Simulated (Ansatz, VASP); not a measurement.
**One calculation of Hg2O, two programs**

```
CELL_PARAMETERS angstrom
5.55286 0.00000 0.00000
0.00000 5.90807 0.00000
0.00000 0.00000 3.53723
ATOMIC_POSITIONS crystal
Hg 0.21455 0.38357 0.00000
Hg 0.78545 0.61643 0.00000
Hg 0.71455 0.11643 0.50000
Hg 0.28545 0.88357 0.50000
O 0.00000 0.00000 0.00000
O 0.50000 0.50000 0.50000
```

Alike in both runs: functional PBE; k mesh 8 × 6 × 10; occupations gaussian, width 0.1 eV; no spin polarisation.

Ansatz relaxed the structure, and its values are those at the end. VASP's run is a single point on that final structure, the one shown.

```csv
,VASP,Ansatz
version,VASP 6.6.1,Ansatz 0.2.0
potentials or method,"VASP PAW PBE potentials, release 64 (Hg, O), cutoff 520 eV","scalar-relativistic, plane waves, PAW"
valence electrons in the cell,60,92
```

Ansatz gave:

```
gap on the k mesh at the Fermi level (eV) : none
pressure (GPa)                            : 0.0
rms of the force components (eV/Å)        : 0.002
```

What did VASP give for the same quantities?

gap on the k mesh at the Fermi level (eV): none; pressure (GPa): 0.5; rms of the force components (eV/Å): 0.015.

A gap of «none» marks a metal or a gap that the smearing closes. With one functional, cell and mesh, what is left measures potentials, basis and numerics. VASP's potentials hold 60 valence electrons a cell and Ansatz's 92, so a difference there can come from the potentials and not from the codes.

Neither program's run includes spin-orbit coupling.
